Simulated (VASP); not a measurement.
Runs of VASP 6.6.1 on Zn. The structure is that of space group Im-3m (No. 229), or close to it. The cells are those of the table. 

```csv
cell,k mesh,gap on the mesh (eV),pressure (GPa)
"a = 2.647 Å, angles 70.5, 109.5, 70.5°, 1 atom",20 × 20 × 20,none,0.5
"a = 2.634 Å, angles 70.5, 109.5, 70.5°, 1 atom",20 × 20 × 20,none,(a)
"a = 2.661 Å, angles 70.5, 109.5, 70.5°, 1 atom",20 × 20 × 20,none,-0.7
"a = 2.652 Å, angles 70.5, 109.5, 70.5°, 1 atom",19 × 19 × 19,none,0.4
```

Alike in all rows: task single point; level PBEsol; potentials or basis VASP PAW PBE potentials, release 64 (Zn); no spin polarisation; cutoff (eV) 500; smearing gaussian 0.05 eV.

Task: Fill in the values left out.

Result: (a) 1.8.

Caveats: the PAW data sets were made with another functional, which shifts forces and pressure a little.

A gap of «none» marks levels without a gap at the run's occupations.
